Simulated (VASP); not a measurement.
Here is a VASP 6.6.1 calculation.

File INCAR:

```
ALGO     = Normal         # electronic algorithm
DIPOL    = 0.5 0.5 0.391
EDIFF    = 1E-6           # SCF threshold, eV
ENCUT    = 520            # plane-wave cutoff, eV
GGA      = PE             # functional
IDIPOL   = 3            
ISIF     = 2              # what is computed and relaxed
ISMEAR   = 0              # smearing method
IVDW     = 12             # dispersion correction
LASPH    = True           # aspherical terms in the spheres
LCHARG   = True           # write CHGCAR
LDIPOL   = True         
LELF     = True           # ELF
LREAL    = False          # projectors in reciprocal space
LVACPOTAV= True         
LVHAR    = True         
LWAVE    = False          # write WAVECAR
NBANDS   = 31             # bands
NELM     = 80             # most SCF steps
PREC     = Accurate       # precision mode
SIGMA    = 0.05           # smearing width, eV
```

The input KPOINTS:

```
k-points
0
Gamma
  9 9 1
```

The input POSCAR:

```
PtSe2
1.0
    3.7070358307      0.0000000000      0.0000000000
   -1.8535179153      3.2103872021      0.0000000000
    0.0000000000      0.0000000000     22.7981611688
Se Pt
4 2
Direct
    0.6666666667      0.3333333333      0.1973843402
    0.3333333333      0.6666666667      0.3135814565
    0.3333333333      0.8333333333      0.4675412418
    0.0000000000      1.1666666667      0.5837383581
    0.0000000000      0.0000000000      0.2554828983
   -0.3333333333      0.5000000000      0.5256398000
```

Potentials or basis: VASP PAW PBE potentials, release 64 (Se, Pt).

Launch:

```bash
$ cat potpaw_PBE.64/Se/POTCAR potpaw_PBE.64/Pt/POTCAR > POTCAR
$ mpirun -np 1 vasp_std > vasp.out
```

Estimate the largest force.

0.047 eV/Å.

Predict the band gap on the k mesh.

0.85 eV, indirect (least direct gap 1.04 eV).

Estimate the dispersion energy per atom.

-0.343 eV.

Forces on the atoms (eV/Å):
```
Se   0.010 -0.020 -0.003
Se   0.017 -0.035 -0.004
Se  -0.017  0.035  0.004
Se  -0.010  0.020  0.003
Pt  -0.008  0.022  0.040
Pt   0.008 -0.022 -0.040
```

Caveat: spin-orbit coupling is left out, which moves the levels of the heavy elements.
